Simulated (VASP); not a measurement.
Set up this calculation in VASP 6.6.1, as the native input.

```
Task                   : single point
Functional             : PBE
Potentials or basis    : VASP PAW PBE potentials, release 64 (Ba_sv, Cu)
Cutoff                 : 520 eV
k mesh                 : 8 × 8 × 8
Occupations            : gaussian, width 0.05 eV
Spin                   : no spin polarisation
Dipole correction      : no
Further INCAR settings : ALGO = Fast; EDIFF = 1e-07; NBANDS = 30
```

The structure of BaCu3 lies in POSCAR:

```
BaCu3
1.0
    4.4499736190      0.0000000000      0.0000000000
    0.0000000000      4.4944733552      0.0000000000
    0.0000000000      0.0000000000      4.4499736190
Ba Cu
1 3
Direct
    0.0000000000      0.0000000000      0.0000000000
    0.0000000000      0.5000000000      0.5000000000
    0.5000000000      0.5000000000      0.0000000000
    0.5000000000      0.0000000000      0.5000000000
```

The input as run:

INCAR

```
ALGO = Fast ; EDIFF = 1E-7
ENCUT = 520 ; GGA = PE
ISIF = 2 ; ISMEAR = 0
LASPH = T ; LCHARG = F
LREAL = F ; LWAVE = F
NBANDS = 30 ; NELM = 80
PREC = Accurate ; SIGMA = 0.05
```

KPOINTS

```
k-points
0
Gamma
  8 8 8
```

Potentials or basis: VASP PAW PBE potentials, release 64 (Ba_sv, Cu).

The run is started by

```sh
$ cat potpaw_PBE.64/Ba_sv/POTCAR potpaw_PBE.64/Cu/POTCAR > POTCAR
$ mpirun -np 1 vasp_std > vasp.out
```

It gave:

```
Pressure               : 0.4 GPa
Band gap on the k mesh : zero (an odd number of electrons rules out a gap without spin polarisation)
```

Caveat: spin-orbit coupling is left out, which moves the levels of the heavy elements.

Run time: 3.5 min on 1 thread of Intel(R) Xeon(R) 6975P-C (Granite Rapids), with other jobs on the host, peak memory 0.32 GiB.
